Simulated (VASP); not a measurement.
# Ti3S2 (R32) in VASP: further runs

Ti3S2 is run at these levels: PBE, r2SCAN; tasks: single point.

All numbers are computed with VASP 6.6.1; they aren't measurements. Logs are shortened: lines on timing, memory, paths and dates and some standing lists are left out, and cuts for length are marked.

### Step 1. The cell of the first run

It takes space group R32 (No. 155, trigonal). Conventional cell: a = 5.436 Å, b = 5.436 Å, c = 9.707 Å, α = 90.00°, β = 90.00°, γ = 120.00°. Ti (site symmetry 2) has 4 S at 2.41 to 2.45 Å and 8 Ti at 3.13 to 3.24 Å within 3.3 Å. S (site symmetry 3) has 6 Ti at 2.41 to 2.45 Å and 4 S at 3.14 to 3.26 Å within 3.3 Å.

### Step 2. Single point, PBE

Contents of INCAR:

```
ALGO     = Normal         # electronic algorithm
EDIFF    = 1E-7           # SCF threshold, eV
ENCUT    = 520            # plane-wave cutoff, eV
GGA      = PE             # functional
ISIF     = 2              # what is computed and relaxed
ISMEAR   = -1             # smearing method
LASPH    = True           # aspherical terms in the spheres
LCHARG   = False          # write CHGCAR
LREAL    = False          # projectors in reciprocal space
LWAVE    = False          # write WAVECAR
NBANDS   = 32             # bands
NELM     = 80             # most SCF steps
PREC     = Accurate       # precision mode
SIGMA    = 0.05           # smearing width, eV
```

Contents of KPOINTS:

```
k-points
0
Gamma
  6 6 6
```

Contents of POSCAR:

```
Ti3S2
1.0
    2.7178591533      1.5691567138      3.2357449442
   -2.7178591533      1.5691567138      3.2357449442
    0.0000000000     -3.1383134276      3.2357449442
Ti S
3 2
Direct
    0.0000000000      0.3357528251      0.6642471749
    0.6642471749      0.0000000000      0.3357528251
    0.3357528251      0.6642471749      0.0000000000
    0.1681450635      0.1681450635      0.1681450635
    0.8318549365      0.8318549365      0.8318549365
```

Potentials or basis: VASP PAW PBE potentials, release 64 (Ti_sv, S).

Command:

```bash
> cat potpaw_PBE.64/Ti_sv/POTCAR potpaw_PBE.64/S/POTCAR > POTCAR
> mpirun -np 1 vasp_std > vasp.out
```

OUTCAR:

```text
EDIFF = 1E-7
   ENCUT = 520
   GGA = PE
   ISIF = 2
   ISMEAR = -1
   LASPH = True
   LREAL = False
   NELM = 80
   PREC = Accurate

 ion  position               nearest neighbor table
   1  0.000  0.336  0.664-   5 2.41   4 2.41   4 2.45   5 2.45
   2  0.664  0.000  0.336-   4 2.41   5 2.41   4 2.45   5 2.45
   3  0.336  0.664  0.000-   4 2.41   5 2.41   4 2.45   5 2.45
   4  0.168  0.168  0.168-   2 2.41   1 2.41   3 2.41   3 2.45   1 2.45   2 2.45
   5  0.832  0.832  0.832-   1 2.41   2 2.41   3 2.41   3 2.45   2 2.45   1 2.45

  LATTYP: Found a trigonal (rhomboedric) cell.
 ALAT       =     4.5076664155
 COS(alpha) =     0.2729230934

  Lattice vectors:

 A1 = (   2.7178591533,   1.5691567138,   3.2357449442)
 A2 = (  -2.7178591533,   1.5691567138,   3.2357449442)
 A3 = (   0.0000000000,  -3.1383134276,   3.2357449442)

Analysis of symmetry for initial positions (statically):
=====================================================================
 Subroutine PRICEL returns:
 Original cell was already a primitive cell.

 Routine SETGRP: Setting up the symmetry group for a
 trigonal (rhombohedral) supercell.

 Subroutine GETGRP returns: Found  6 space group operations
 (whereof  6 operations were pure point group operations)
 out of a pool of 12 trial point group operations.

The static configuration has the point symmetry D_3 .

Analysis of symmetry for dynamics (positions and initial velocities):
=====================================================================
 Subroutine PRICEL returns:
 Original cell was already a primitive cell.

 Routine SETGRP: Setting up the symmetry group for a
 trigonal (rhombohedral) supercell.

 Subroutine GETGRP returns: Found  6 space group operations
 (whereof  6 operations were pure point group operations)
 out of a pool of 12 trial point group operations.

The dynamic configuration has the point symmetry D_3 .

 Subroutine INISYM returns: Found  6 space group operations
 (whereof  6 operations are pure point group operations),
 and found     1 'primitive' translations

----------------------------------------------------------------------------------------

                                     Primitive cell

  volume of cell :      82.7978

  direct lattice vectors                    reciprocal lattice vectors
     2.717859153  1.569156714  3.235744944     0.183968326  0.106214163  0.103015948
    -2.717859153  1.569156714  3.235744944    -0.183968326  0.106214163  0.103015948
     0.000000000 -3.138313428  3.235744944     0.000000000 -0.212428326  0.103015948

  length of vectors
     4.507666416  4.507666416  4.507666416     0.236089134  0.236089134  0.236089134

  position of ions in fractional coordinates (direct lattice)
     1.000000000  0.335752825  0.664247175
     0.664247175  1.000000000  0.335752825
     0.335752825  0.664247175  1.000000000
     0.168145063  0.168145063  0.168145063
     0.831854937  0.831854937  0.831854937

  ion indices of the primitive-cell ions
   primitive index   ion index
                 1           1
                 2           2
                 3           3
                 4           4
                 5           5

----------------------------------------------------------------------------------------

 KPOINTS: k-points

Automatic generation of k-mesh.
 Grid dimensions read from file:
 generate k-points for:    6    6    6

 Generating k-lattice:

  Cartesian coordinates                     Fractional coordinates (reciprocal lattice)
     0.030661388  0.017702360  0.017169325     0.166666667 -0.000000000 -0.000000000
    -0.030661388  0.017702360  0.017169325    -0.000000000  0.166666667 -0.000000000
     0.000000000 -0.035404721  0.017169325    -0.000000000 -0.000000000  0.166666667

  Length of vectors
     0.039348189  0.039348189  0.039348189

  Shift w.r.t. Gamma in fractional coordinates (k-lattice)
     0.000000000  0.000000000  0.000000000

 Subroutine IBZKPT returns following result:
 ===========================================

 Found     32 irreducible k-points:

 Following reciprocal coordinates:
            Coordinates               Weight
  0.000000  0.000000  0.000000      1.000000
  0.166667 -0.000000  0.000000      6.000000
  0.333333 -0.000000  0.000000      6.000000
  0.500000  0.000000  0.000000      3.000000
  0.166667  0.166667  0.000000      6.000000
  0.333333  0.166667  0.000000     12.000000
[... 16 lines left out ...]
  0.500000  0.500000  0.166667      6.000000
 -0.333333  0.500000  0.166667     12.000000
 [... further k-points ...]
   k-points           NKPTS =     32   k-points in BZ     NKDIM =     32   number of bands    NBANDS=     32
   number of dos      NEDOS =    301   number of ions     NIONS =      5
   total plane-waves  NPLWV =  46656
   dimension x,y,z NGX =    36 NGY =   36 NGZ =   36
   dimension x,y,z NGXF=    72 NGYF=   72 NGZF=   72
   ions per type =               3   2
   NGX,Y,Z   is equivalent  to a cutoff of  13.28, 13.28, 13.28 a.u.
   NGXF,Y,Z  is equivalent  to a cutoff of  26.55, 26.55, 26.55 a.u.
 SYSTEM =  unknown system
   PREC   = accura    normal or accurate (medium, high low for compatibility)
   ISTART =      0    job   : 0-new  1-cont  2-samecut
   ICHARG =      2    charge: 1-file 2-atom 10-const
   ISPIN  =      1    spin polarized calculation?
   LNONCOLLINEAR =      F non collinear calculations
   LSORBIT =      F    spin-orbit coupling
   LASPH  =      T    aspherical Exc in radial PAW
   ENCUT  =  520.0 eV  38.22 Ry    6.18 a.u.   8.38  8.38  8.38*2*pi/ulx,y,z
   NELM   =     80;   NELMIN=  2; NELMDL= -5     # of ELM steps
   EDIFF  = 0.1E-06   stopping-criterion for ELM
   LREAL  =      F    real-space projection
   EDIFFG = 0.1E-05   stopping-criterion for IOM
   NSW    =      0    number of steps for IOM
   IBRION =     -1    ionic relax: 0-MD 1-quasi-New 2-CG
   NFREE  =      0    steps in history (QN), initial steepest desc. (CG)
   ISIF   =      2    stress and relaxation
   ISYM   =      2    0-nonsym 1-usesym 2-fastsym
   POTIM  = 0.5000    time-step for ionic-motion
   TEBEG  =    0.0;   TEEND  =   0.0 temperature during run
   PSTRESS=    0.0 pullay stress
   NELECT =      48.0000    total number of electrons
   NUPDOWN=      -1.0000    fix difference up-down
   EMIN   =  10.00;   EMAX   =-10.00  energy-range for DOS
   EFERMI =   0.00;   METHOD = LEGACY
   ISMEAR =    -1;   SIGMA  =   0.05  broadening in eV -4-tet -1-fermi 0-gaus
   EFERMI_NEDOS =   21; number of points for ismear=-14 and -15
   IALGO  =     38    algorithm
   IMIX   =      4    mixing-type and parameters
     AMIX     =   0.40;   BMIX     =  1.00
     AMIX_MAG =   1.60;   BMIX_MAG =  1.00
  volume/ion in A,a.u.               =      16.56       111.75
  Fermi-wavevector in a.u.,A,eV,Ry     =   1.365051  2.579573 25.352621  1.863365
  Thomas-Fermi vector in A             =   2.491314
   LORBIT       =      0    0 simple, 1 ext, 2 COOP (PROOUT), +10 PAW based schemes
   GGA     = PE    functional components
[... 5 lines left out ...]
 non-spin polarized calculation
  energy-cutoff  :      520.00
  volume of cell :       82.80
 maximum number of plane-waves:      2246
 NGX is ok and might be reduce to    36
   NGX = 17   NGY = 17   NGZ = 17

 number of electron      47.9999996 magnetization

 Free energy of the ion-electron system (eV)
  ---------------------------------------------------
  ext. energy  EPLUGINS =         0.00000000
  ---------------------------------------------------
  free energy    TOTEN  =       -36.50774478 eV

  energy without entropy =      -36.48827458  energy(sigma->0) =      -36.49800968

 E-fermi :   8.5171     XC(G=0): -11.2208

 val. band max:        8.5050517372   @ k =   0.0000   0.0000   0.0000
 cond. band min:       8.5538557978   @ k =   0.5000   0.1667   0.1667
 fundamental gap:      0.0488040606
 Fermi energy:         8.5170511036

 k-point     1 :       0.0000    0.0000    0.0000
  band No.  band energies     occupation
      1     -48.4874      2.00000
      2     -48.4395      2.00000
      3     -48.4395      2.00000
      4     -24.8469      2.00000
      5     -24.8469      2.00000
      6     -24.7974      2.00000
[... 24 lines left out ...]
     31      10.9111      0.00000
     32      11.3214      0.00000

 k-point     2 :       0.1667   -0.0000    0.0000
  band No.  band energies     occupation
      1     -48.4839      2.00000
      2     -48.4432      2.00000
      3     -48.4391      2.00000
      4     -24.8681      2.00000
      5     -24.8274      2.00000
      6     -24.8210      2.00000
[... 24 lines left out ...]
     31      11.1367      0.00000
     32      11.2126      0.00000

 k-point     3 :       0.3333   -0.0000    0.0000
  band No.  band energies     occupation
      1     -48.4747      2.00000
      2     -48.4513      2.00000
      3     -48.4401      2.00000
      4     -24.8846      2.00000
      5     -24.8425      2.00000
      6     -24.8121      2.00000
[... 24 lines left out ...]
     31      11.0584      0.00000
     32      11.2100      0.00000

 k-point     4 :       0.5000    0.0000    0.0000
  band No.  band energies     occupation
      1     -48.4630      2.00000
      2     -48.4623      2.00000
      3     -48.4407      2.00000
      4     -24.8909      2.00000
      5     -24.8506      2.00000
      6     -24.8004      2.00000
[... 24 lines left out ...]
     31      11.0796      0.00000
     32      11.0840      0.00000

 k-point     5 :       0.1667    0.1667    0.0000
  band No.  band energies     occupation
      1     -48.4828      2.00000
      2     -48.4447      2.00000
      3     -48.4386      2.00000
      4     -24.8817      2.00000
      5     -24.8312      2.00000
      6     -24.8017      2.00000
[... 584 lines left out ...]
     31      10.8599      0.00000
     32      11.0374      0.00000

 k-point    22 :      -0.1667    0.3333    0.1667
  band No.  band energies     occupation
      1     -48.4681      2.00000
      2     -48.4498      2.00000
      3     -48.4480      2.00000
      4     -24.9007      2.00000
      5     -24.8496      2.00000
      6     -24.8077      2.00000
[... 24 lines left out ...]
     31      10.9677      0.00000
     32      11.0678      0.00000

 k-point    23 :       0.5000    0.5000    0.1667
  band No.  band energies     occupation
      1     -48.4649      2.00000
      2     -48.4514      2.00000
      3     -48.4491      2.00000
      4     -24.9196      2.00000
      5     -24.8701      2.00000
      6     -24.8352      2.00000
[... 24 lines left out ...]
     31      10.8179      0.00000
     32      10.9677      0.00000

 k-point    24 :      -0.3333    0.5000    0.1667
  band No.  band energies     occupation
      1     -48.4574      2.00000
      2     -48.4548      2.00000
      3     -48.4533      2.00000
      4     -24.9200      2.00000
      5     -24.8592      2.00000
      6     -24.8154      2.00000
[... 24 lines left out ...]
     31      10.8703      0.00000
     32      11.0964      0.00000

 [... further k-points ...]

------------------------ aborting loop because EDIFF is reached ----------------------------------------

  FORCE on cell =-STRESS in cart. coord.  units (eV):
  Direction    XX          YY          ZZ          XY          YZ          ZX
  --------------------------------------------------------------------------------------
  -------------------------------------------------------------------------------------
  Total        0.0181827      0.0181827      0.0638977      0.0000000     -0.0000000      0.0000000
  in kB        0.3518443      0.3518443      1.2364518      0.0000000     -0.0000000      0.0000000
  external PRESSURE =       0.6467135 kB  Pullay stress =       0.0000000 kB

 VOLUME and BASIS-vectors are now :
 -----------------------------------------------------------------------------
  energy-cutoff  :      520.00
  volume of cell :       82.80
      direct lattice vectors                 reciprocal lattice vectors
     2.717859153  1.569156714  3.235744944     0.183968326  0.106214163  0.103015948
    -2.717859153  1.569156714  3.235744944    -0.183968326  0.106214163  0.103015948
     0.000000000 -3.138313428  3.235744944     0.000000000 -0.212428326  0.103015948

 POSITION                                       TOTAL-FORCE (eV/Angst)
 -----------------------------------------------------------------------------------
     -0.91253     -1.55777      3.23574        -0.002135      0.003697      0.000000
      1.80533     -0.01139      3.23574        -0.002135     -0.003697      0.000000
     -0.89280      1.56916      3.23574         0.004269      0.000000     -0.000000
      0.00000      0.00000      1.63222         0.000000     -0.000000     -0.004631
      0.00000      0.00000      8.07501         0.000000      0.000000      0.004631
 -----------------------------------------------------------------------------------
    total drift:                                0.000000     -0.000000      0.000000

  FREE ENERGIE OF THE ION-ELECTRON SYSTEM (eV)
  ---------------------------------------------------
  free  energy   TOTEN  =       -36.5077447800 eV

  energy  without entropy=      -36.4882745798  energy(sigma->0) =      -36.49800968
```

It took 82 s on 1 thread of Intel Xeon Platinum 8259CL at 2.50GHz (Skylake/Cascade Lake), shared host; peak memory 0.24 GiB.

Results:

```yaml
Free_energy: -36.5077 eV
Pressure: 0.1 GPa
Largest_force: 0.005 eV/Å
Band_gap_on_the_k_mesh: zero (bands 24 and 25 overlap by 0.22 eV)
```

Forces in eV/Å, atoms in the order of the input:
```
Ti  -0.002  0.004  0.000
Ti  -0.002 -0.004  0.000
Ti   0.004  0.000  0.000
S    0.000  0.000 -0.005
S    0.000  0.000  0.005
```

Levels at points of the mesh, in eV from the Fermi level:
| k point | band 21 | band 22 | band 23 | band 24 | band 25 | band 26 | band 27 | band 28 |
| --- | --- | --- | --- | --- | --- | --- | --- | --- |
| (0.00, 0.00, 0.00) | -2.13 | -1.40 | -0.01 | -0.01 | 0.57 | 0.57 | 1.78 | 1.78 |
| (0.50, 0.00, 0.00) | -0.93 | -0.89 | -0.66 | -0.44 | -0.15 | 0.83 | 1.29 | 1.38 |
| (0.50, 0.50, 0.00) | -1.44 | -1.03 | -0.68 | -0.21 | 0.10 | 0.67 | 1.36 | 1.52 |
| (0.50, 0.50, 0.50) | -0.82 | -0.16 | -0.16 | -0.05 | 0.30 | 0.30 | 0.81 | 0.81 |

### Step 3. Single point, r2SCAN

This run uses another cell than the first one, of 16.47 Å³/atom.

Contents of POSCAR:

```
Ti3S2
1.0
    2.7128615617      1.5662713529      3.2300307684
   -2.7128615617      1.5662713529      3.2300307684
    0.0000000000     -3.1325427059      3.2300307684
Ti S
3 2
Direct
    0.0000000000      0.3350158052      0.6649841948
    0.6649841948      0.0000000000      0.3350158052
    0.3350158052      0.6649841948      0.0000000000
    0.1684581103      0.1684581103      0.1684581103
    0.8315418897      0.8315418897      0.8315418897
```

Contents of INCAR.step1:

```
SYSTEM = Ti3S2
ALGO = Normal
EDIFF = 1E-4
ENCUT = 520
GGA = PE
ISMEAR = -1
LASPH = .TRUE.
LCHARG = .FALSE.
LREAL = .FALSE.
LWAVE = .TRUE.
NBANDS = 32
NELM = 100
PREC = Accurate
SIGMA = 0.05
```

Contents of INCAR.step2:

```
SYSTEM = Ti3S2
ALGO = Normal
EDIFF = 1E-6
ENCUT = 520
ISIF = 2
ISMEAR = -1
ISTART = 1
LASPH = .TRUE.
LCHARG = .TRUE.
LELF = .TRUE.
LMIXTAU = .TRUE.
LREAL = .FALSE.
LVHAR = .TRUE.
LWAVE = .FALSE.
METAGGA = R2SCAN
NBANDS = 32
NELM = 100
PREC = Accurate
SIGMA = 0.05
```

Contents of KPOINTS:

```
k-points
0
G
  6 6 6
  0 0 0
```

Potentials or basis: VASP PAW PBE potentials, release 64 (Ti_sv, S).

Command:

```bash
> cat potpaw_PBE.64/Ti_sv/POTCAR potpaw_PBE.64/S/POTCAR > POTCAR
> cp INCAR.step1 INCAR
> mpirun -np 1 vasp_std > vasp.out
> cp INCAR.step2 INCAR
> mpirun -np 1 vasp_std > vasp.out
```

Wall time 4.2 min (1 thread of Intel Xeon Platinum 8259CL at 2.50GHz (Skylake/Cascade Lake), shared host); peak memory 0.25 GiB.

Results (log left out):

| Quantity | Value |
| --- | --- |
| Free energy | -60.1921 eV |
| Pressure | 0.5 GPa |
| Largest force | 0.022 eV/Å |
| Band gap on the k mesh | zero (bands 24 and 25 overlap by 0.27 eV) |

Forces on the atoms (eV/Å):
```
Ti  -0.011  0.019  0.000
Ti  -0.011 -0.019  0.000
Ti   0.022  0.000  0.000
S    0.000  0.000  0.001
S    0.000  0.000 -0.001
```

Stress tensor (GPa, compression positive):
```
0.38 0.00 0.00
0.00 0.38 0.00
0.00 0.00 0.63
```

Levels at points of the mesh, in eV from the Fermi level:
| k point | band 21 | band 22 | band 23 | band 24 | band 25 | band 26 | band 27 | band 28 |
| --- | --- | --- | --- | --- | --- | --- | --- | --- |
| (0.00, 0.00, 0.00) | -2.29 | -1.42 | -0.06 | -0.06 | 0.66 | 0.66 | 1.99 | 1.99 |
| (0.50, 0.00, 0.00) | -1.00 | -0.97 | -0.70 | -0.50 | -0.16 | 0.97 | 1.46 | 1.55 |
| (0.50, 0.50, 0.00) | -1.53 | -1.05 | -0.76 | -0.25 | 0.16 | 0.80 | 1.54 | 1.65 |
| (0.50, 0.50, 0.50) | -0.89 | -0.17 | -0.17 | -0.03 | 0.38 | 0.38 | 0.95 | 0.95 |

Caveat: the PAW data sets were made with another functional, which shifts forces and pressure a little.
